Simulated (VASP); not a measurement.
Input of a VASP 6.6.1 run:

File INCAR:

```
  PREC = Accurate
  ENCUT = 600
  EDIFF = 1E-6
  ISMEAR = 0
  SIGMA = 0.1
  LREAL = False
  LASPH = True
  NELM = 60
  ALGO = Fast
  ISIF = 3
  LWAVE = False
  LCHARG = False
  GGA = PE
  IBRION = 2
  NSW = 90
  EDIFFG = -0.04
```

The input KPOINTS:

```
regular mesh
0
Gamma
  4 4 4
```

The input POSCAR:

```
Al3Ag4
1.0
    3.0286334700     -4.0225920200      0.0000000000
    3.0286334700      4.0225920200      0.0000000000
    0.0000000000      0.0000000000      5.8407334600
Al Ag
3 4
Direct
    0.0000000000      0.5000000000      0.0000000000
    0.5000000000      0.0000000000      0.0000000000
    0.0000000000      0.0000000000      0.0000000000
    0.7943463100      0.2056536900      0.5000000000
    0.2056536900      0.7943463100      0.5000000000
    0.5000000000      0.5000000000      0.5000000000
    0.5000000000      0.5000000000      0.0000000000
```

Potentials or basis: VASP PAW PBE potentials, release 64 (Al, Ag).

The run is started by

```console
$ cat potpaw_PBE.64/Al/POTCAR potpaw_PBE.64/Ag/POTCAR > POTCAR
$ mpirun -np 1 vasp_std > vasp.out
```

Task: Estimate the relaxed volume.

Result: 18.31 Å³/atom.

Task: What does it give for the relaxed cell?

Result: a = 5.298 Å, b = 5.298 Å, c = 5.266 Å, α = 90.00°, β = 90.00°, γ = 119.88°.

Task: What does it give for the band gap on the k mesh?

Result: Zero (an odd number of electrons rules out a gap without spin polarisation).

Task: What does it give for the space group after relaxing (to 0.1 Å)?

Result: P6/mmm (No. 191).

Stress tensor (GPa, compression positive):
```
 0.00  0.00  0.00
 0.00  0.22  0.00
 0.00  0.00 -0.23
```
